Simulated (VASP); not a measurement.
# HfB (Fm-3m) in VASP: further runs, part 2 of 2

VASP 6.6.1. Earlier steps stand in the parts before.

### Step 3. Single point, HF

This run uses another cell than the first one, of 15.25 Å³/atom.

POSCAR

```
HfB
1.0
    0.0000000000      2.4799871797      2.4799871797
    2.4799871797      0.0000000000      2.4799871797
    2.4799871797      2.4799871797      0.0000000000
Hf B
1 1
Direct
    0.5000000000      0.5000000000      0.5000000000
    0.0000000000      0.0000000000      0.0000000000
```

INCAR.step1

```
PREC = Accurate
ENCUT = 520
EDIFF = 1E-5
ISMEAR = -1
SIGMA = 0.05
LREAL = F
LASPH = T
NELM = 60
ALGO = Normal
ISIF = 2
LWAVE = T
LCHARG = F
GGA = PE
NBANDS = 14
```

INCAR.step2

```
PREC = Accurate
ENCUT = 520
EDIFF = 1E-6
ISMEAR = -1
SIGMA = 0.05
LREAL = F
LASPH = T
NELM = 60
ALGO = Normal
ISIF = 2
LWAVE = F
LCHARG = F
GGA = PE
LHFCALC = T
AEXX = 1.0
ALDAC = 0.0
AGGAC = 0.0
PRECFOCK = Normal
ISTART = 1
NBANDS = 14
```

KPOINTS

```
Automatic mesh
0
Gamma
  5 5 5
```

Potentials or basis: VASP PAW PBE potentials, release 64 (Hf_pv, B).

The run is started by

```
$ cat potpaw_PBE.64/Hf_pv/POTCAR potpaw_PBE.64/B/POTCAR > POTCAR
$ cp INCAR.step1 INCAR
$ mpirun -np 1 vasp_std > vasp.out
$ cp INCAR.step2 INCAR
$ mpirun -np 1 vasp_std > vasp.out
```

OUTCAR:

```text
PREC = Accurate
   ENCUT = 520
   EDIFF = 1E-6
   ISMEAR = -1
   LREAL = F
   LASPH = T
   NELM = 60
   ISIF = 2
   GGA = PE
   LHFCALC = T
   AEXX = 1.0
   PRECFOCK = Normal
   ISTART = 1

 ion  position               nearest neighbor table
   1  0.500  0.500  0.500-   2 2.48   2 2.48   2 2.48   2 2.48   2 2.48   2 2.48
   2  0.000  0.000  0.000-   1 2.48   1 2.48   1 2.48   1 2.48   1 2.48   1 2.48

  LATTYP: Found a face centered cubic cell.
 ALAT       =     4.9599743594

  Lattice vectors:

 A1 = (   0.0000000000,   2.4799871797,   2.4799871797)
 A2 = (   2.4799871797,   0.0000000000,   2.4799871797)
 A3 = (   2.4799871797,   2.4799871797,   0.0000000000)

Analysis of symmetry for initial positions (statically):
=====================================================================
 Subroutine PRICEL returns:
 Original cell was already a primitive cell.

 Routine SETGRP: Setting up the symmetry group for a
 face centered cubic supercell.

 Subroutine GETGRP returns: Found 48 space group operations
 (whereof 48 operations were pure point group operations)
 out of a pool of 48 trial point group operations.

The static configuration has the point symmetry O_h .

Analysis of symmetry for dynamics (positions and initial velocities):
=====================================================================
 Subroutine PRICEL returns:
 Original cell was already a primitive cell.

 Routine SETGRP: Setting up the symmetry group for a
 face centered cubic supercell.

 Subroutine GETGRP returns: Found 48 space group operations
 (whereof 48 operations were pure point group operations)
 out of a pool of 48 trial point group operations.

The dynamic configuration has the point symmetry O_h .

 Subroutine INISYM returns: Found 48 space group operations
 (whereof 48 operations are pure point group operations),
 and found     1 'primitive' translations

[... 115 lines left out ...]
   IVDW    =     0    specifies the selected vdW correction
   LEPSILON=     F    determine dielectric tensor
   LRPA    =     F    only Hartree local field effects (RPA)
 non-spin polarized calculation
  energy-cutoff  :      520.00
  volume of cell :       30.51
 maximum number of plane-waves:       869
 NGX is ok and might be reduce to    28
  NGX = 20; NGY = 20; NGZ = 20

 number of electron      12.9999999 magnetization

 Free energy of the ion-electron system (eV)
  ---------------------------------------------------
  ext. energy  EPLUGINS =         0.00000000
  ---------------------------------------------------
  free energy    TOTEN  =       -27.48524364 eV

  energy without entropy =      -27.47208560  energy(sigma->0) =      -27.47866462

 E-fermi :   4.9853     XC(G=0):   0.0000

 val. band max:        3.5015420132   @ k =   0.4000   0.4000   0.0000
 cond. band min:       4.9978538630   @ k =   0.4000   0.2000   0.0000
 fundamental gap:      1.4963118497
 Fermi energy:         4.9852881415

 k-point     1 :       0.0000    0.0000    0.0000
  band No.  band energies     occupation
      1     -34.9880      2.00000
      2     -34.9880      2.00000
      3     -34.9880      2.00000
      4     -11.4542      2.00000
      5      10.5890      0.00000
      6      10.5890      0.00000
      7      10.5890      0.00000
      8      11.3307      0.00000
      9      11.3308      0.00000
     10      11.3308      0.00000
     11      11.9243      0.00000
     12      11.9243      0.00000
     13      20.1827      0.00000
     14      20.2870      0.00000
[... 139 lines left out ...]
      1     -35.4003      2.00000
      2     -35.2660      2.00000
      3     -35.1232      2.00000
      4      -6.5901      2.00000
      5      -1.0512      2.00000
      6       0.7629      2.00000
      7       2.1684      2.00000
      8      12.5402      0.00000
      9      14.6034      0.00000
     10      15.9932      0.00000
     11      16.6059      0.00000
     12      19.2970      0.00000
     13      22.5705      0.00000
     14      24.3521      0.00000

------------------------ aborting loop because EDIFF is reached ----------------------------------------

  FORCE on cell =-STRESS in cart. coord.  units (eV):
  Direction    XX          YY          ZZ          XY          YZ          ZX
  --------------------------------------------------------------------------------------
  -------------------------------------------------------------------------------------
  Total       -1.0614668     -1.0614668     -1.0614668      0.0000000      0.0000000     -0.0000000
  in kB      -55.7492059    -55.7492059    -55.7492059      0.0000000      0.0000000     -0.0000000
  external PRESSURE =     -55.7492059 kB  Pullay stress =       0.0000000 kB

 VOLUME and BASIS-vectors are now :
 -----------------------------------------------------------------------------
  energy-cutoff  :      520.00
  volume of cell :       30.51
      direct lattice vectors                 reciprocal lattice vectors
     0.000000000  2.479987180  2.479987180    -0.201613945  0.201613945  0.201613945
     2.479987180  0.000000000  2.479987180     0.201613945 -0.201613945  0.201613945
     2.479987180  2.479987180  0.000000000     0.201613945  0.201613945 -0.201613945

 POSITION                                       TOTAL-FORCE (eV/Angst)
 -----------------------------------------------------------------------------------
      2.47999      2.47999      2.47999         0.000000      0.000000      0.000000
      0.00000      0.00000      0.00000        -0.000000     -0.000000     -0.000000
 -----------------------------------------------------------------------------------
    total drift:                                0.000000     -0.000000      0.000000

  FREE ENERGIE OF THE ION-ELECTRON SYSTEM (eV)
  ---------------------------------------------------
  free  energy   TOTEN  =       -27.4852436375 eV

  energy  without entropy=      -27.4720856047  energy(sigma->0) =      -27.47866462
```

OUTCAR.step1:

```text
PREC = Accurate
   ENCUT = 520
   EDIFF = 1E-5
   ISMEAR = -1
   LREAL = F
[... 375 lines left out ...]
      2.47999      2.47999      2.47999        -0.000000      0.000000      0.000000
      0.00000      0.00000      0.00000         0.000000     -0.000000     -0.000000
 -----------------------------------------------------------------------------------
    total drift:                                0.000000      0.000000      0.000000

  FREE ENERGIE OF THE ION-ELECTRON SYSTEM (eV)
  ---------------------------------------------------
  free  energy   TOTEN  =       -17.4153405523 eV

  energy  without entropy=      -17.4020111798  energy(sigma->0) =      -17.40867587
```

It took 6.3 min on 1 thread of Intel Xeon Platinum 8488C (Sapphire Rapids), shared host; peak memory 0.16 GiB.

What came out:

- Free energy: -27.4852 eV
- Pressure: -5.6 GPa
- Band gap on the k mesh: zero (an odd number of electrons rules out a gap without spin polarisation)

Levels at points of the mesh, in eV from the Fermi level:
```csv
k point,band 3,band 4,band 5,band 6,band 7,band 8,band 9,band 10
"(0.00, 0.00, 0.00)",-39.97,-16.44,5.60,5.60,5.60,6.35,6.35,6.35
```

Caveat: the k points lie up to 0.44 Å⁻¹ apart, too coarse for converged energies and pressures of a metal; the PAW data sets were made with another functional, which shifts forces and pressure a little; spin-orbit coupling is left out, which moves the levels of the heavy elements; an odd number of electrons without spin polarisation forces a metal; a magnetic or distorted state may lie lower.

### Step 4. Single point, HSE06, non-collinear spin, zero start, spin-orbit coupling

This run uses another cell than the first one, of 12.33 Å³/atom.

POSCAR

```
HfB
1.0
    0.0000000000      2.3100000000      2.3100000000
    2.3100000000      0.0000000000      2.3100000000
    2.3100000000      2.3100000000      0.0000000000
Hf B
1 1
Direct
    0.5000000000      0.5000000000      0.5000000000
    0.0000000000      0.0000000000      0.0000000000
```

INCAR.step1

```
SYSTEM = HfB
PREC = Accurate ; ENCUT = 520
EDIFF = 1E-5 ; ISMEAR = -1
SIGMA = 0.05 ; LREAL = .FALSE.
LASPH = .TRUE. ; NELM = 150
ALGO = Normal ; ISIF = 2
LWAVE = .TRUE. ; LCHARG = .FALSE.
MAGMOM = 0 0 0 0 0 0 ; LORBIT = 11
LSORBIT = .TRUE. ; GGA_COMPAT = .FALSE.
LORBMOM = .TRUE. ; LMAXMIX = 4
GGA = PE ; NBANDS = 25
```

INCAR.step2

```
SYSTEM = HfB
PREC = Accurate ; ENCUT = 520
EDIFF = 1E-7 ; ISMEAR = -1
SIGMA = 0.05 ; LREAL = .FALSE.
LASPH = .TRUE. ; NELM = 150
ALGO = Normal ; ISIF = 2
LWAVE = .FALSE. ; LCHARG = .FALSE.
MAGMOM = 0 0 0 0 0 0 ; LORBIT = 11
LSORBIT = .TRUE. ; GGA_COMPAT = .FALSE.
LORBMOM = .TRUE. ; LMAXMIX = 4
GGA = PE ; LHFCALC = .TRUE.
HFSCREEN = 0.2079 ; PRECFOCK = Normal
ISTART = 1 ; NBANDS = 25
```

KPOINTS

```
regular mesh
0
G
  4 4 4
  0 0 0
```

The run is started by

```
$ cat potpaw_PBE.64/Hf_pv/POTCAR potpaw_PBE.64/B/POTCAR > POTCAR
$ cp INCAR.step1 INCAR
$ mpirun -np 1 vasp_ncl > vasp.out
$ cp INCAR.step2 INCAR
$ mpirun -np 1 vasp_ncl > vasp.out
```

Run time: 39 min. Hardware: 1 thread of Intel Xeon Platinum 8488C (Sapphire Rapids), shared host; peak memory 0.31 GiB.

The run converged. Its results:

| Quantity | Value |
| --- | --- |
| Free energy | -19.8564 eV |
| Pressure | 29.7 GPa |
| Net moment | 0.22 μB per cell |
| Valence electrons inside the program's atomic spheres | Hf 8.96; B 1.96 |

Moments on the atoms (μB; x, y, z):
```
Hf  0.00 0.00 0.00
B   0.00 0.00 0.00
```

Caveat: the k points lie up to 0.59 Å⁻¹ apart; a moment this small can come from the mesh or the smearing; the PAW data sets were made with another functional, which shifts forces and pressure a little.

### Step 5. Relaxation of cell and atoms, PBE-based screened hybrid with 25 % exact exchange

This run uses another cell than the first one, of 12.33 Å³/atom.

POSCAR is that of step 4.

INCAR.step1

```
  ALGO = Normal
  EDIFF = 1E-5
  ENCUT = 600
  GGA = PE
  ISMEAR = -1
  LASPH = True
  LCHARG = False
  LREAL = False
  LWAVE = True
  NBANDS = 14
  NELM = 100
  PREC = Accurate
  SIGMA = 0.05
```

INCAR.step2

```
  AEXX = 0.25
  ALGO = Normal
  EDIFF = 1E-7
  EDIFFG = -0.01
  ENCUT = 600
  GGA = PE
  HFSCREEN = 0.3
  IBRION = 2
  ISIF = 3
  ISMEAR = -1
  ISTART = 1
  LASPH = True
  LCHARG = False
  LHFCALC = True
  LREAL = False
  LWAVE = False
  NELM = 100
  NSW = 60
  PREC = Accurate
  PRECFOCK = Normal
  SIGMA = 0.05
```

KPOINTS

```
k-points
0
Gamma
  5 5 5
```

The run is started by

```
$ cat potpaw_PBE.64/Hf_pv/POTCAR potpaw_PBE.64/B/POTCAR > POTCAR
$ cp INCAR.step1 INCAR
$ mpirun -np 1 vasp_std > vasp.out
$ cp INCAR.step2 INCAR
$ mpirun -np 1 vasp_std > vasp.out
```

Run time: 51 min. Hardware: 1 thread of Intel Xeon Platinum 8488C (Sapphire Rapids), shared host; peak memory 0.3 GiB.

The run converged. Its results:

- Free energy: -19.1073 eV
- Relaxed volume: 13.98 Å³/atom
- Relaxed cell: a = 3.407 Å, b = 3.407 Å, c = 3.407 Å, α = 60.00°, β = 60.00°, γ = 60.00°
- Space group after relaxing (to 0.1 Å): Fm-3m (No. 225)
- Energy gained by relaxing: 136.8 meV/atom
- Ionic steps: 17
- Pressure after relaxing: 0.1 GPa
- Band gap on the k mesh: zero (an odd number of electrons rules out a gap without spin polarisation)

Step by step:
```
step  energy change (eV)  largest force (eV/Å)  pressure (GPa)  volume (Å³)
   1              0.0000                0.0000           29.23        24.65
   2              0.1962                0.0000          -23.14        33.58
   3             -0.2730                0.0000           -0.99        28.13
   4             -0.2735                0.0000           -0.13        28.00
   5             -0.2735                0.0000            0.32        27.93
   6             -0.2735                0.0000            0.33        27.93
   7             -0.2735                0.0000            0.30        27.93
   8             -0.2735                0.0000            0.29        27.93
   9             -0.2735                0.0000            0.29        27.93
  10             -0.2735                0.0000            0.29        27.93
  11             -0.2735                0.0000            0.29        27.93
  12             -0.2735                0.0000            0.29        27.93
  13             -0.2735                0.0000            0.28        27.93
  14             -0.2735                0.0000            0.27        27.94
  15             -0.2735                0.0000            0.24        27.94
  16             -0.2735                0.0000            0.17        27.95
  17             -0.2735                0.0000            0.05        27.97
```

Final structure:
```yaml
crystal:
  lattice:
    - [0.00000, 2.40928, 2.40928]
    - [2.40928, 0.00000, 2.40928]
    - [2.40928, 2.40928, 0.00000]
  atoms:
    - { symbol: Hf, position: [0.50000, 0.50000, 0.50000] }
    - { symbol: B, position: [0.00000, 0.00000, 0.00000] }
```

Levels at points of the mesh, in eV from the Fermi level:
```tsv
k point	band 4	band 5	band 6	band 7	band 8	band 9
(0.00, 0.00, 0.00)	-10.61	2.27	2.27	2.27	3.79	3.79
```

Caveat: the k points lie up to 0.45 Å⁻¹ apart in the final cell, too coarse for converged energies and pressures of a metal; the PAW data sets were made with another functional, which shifts forces and pressure a little; spin-orbit coupling is left out, which moves the levels of the heavy elements; an odd number of electrons without spin polarisation forces a metal; a magnetic or distorted state may lie lower. Zero-point motion and thermal expansion aren't in these numbers.

### Step 6. Summary

```tsv
task	level	spin	cell	k mesh	cutoff (eV)	share of exact exchange	screening parameter	gap on the mesh (eV)	pressure (GPa)
single point	PBE-based screened hybrid with 25 % exact exchange	off	a = 3.418 Å, angles 60.0°, 2 atoms	5 × 5 × 5	520	0.25	0.3 1/Å	none	-1.6
single point	HF	off	a = 3.507 Å, angles 60.0°, 2 atoms	5 × 5 × 5	520	1	-	none	-5.6
single point	HSE06	non-collinear, zero start, SOC	a = 3.267 Å, angles 60.0°, 2 atoms	4 × 4 × 4	520	0.25	0.2079 1/Å	-	29.7
relaxation of cell and atoms	PBE-based screened hybrid with 25 % exact exchange	off	relaxed from a = 3.267 Å, angles 60.0°, 2 atoms	5 × 5 × 5	600	0.25	0.3 1/Å	none	0.1
```

Alike in all rows: potentials or basis VASP PAW PBE potentials, release 64 (Hf_pv, B); smearing fermi-dirac 0.05 eV.

Caveats: all runs use coarse meshes; the PAW data sets were made with another functional, which shifts forces and pressure a little; spin-orbit coupling is left out, which moves the levels of the heavy elements (at least some runs); an odd number of electrons without spin polarisation forces a metal (at least some runs); a magnetic or distorted state may lie lower (at least some runs); a moment this small can come from the mesh or the smearing (at least some runs).

Absolute energies hang on the potentials; compare differences alone.

The gap in the log of VASP goes by the Fermi energy; the results here count the filled bands.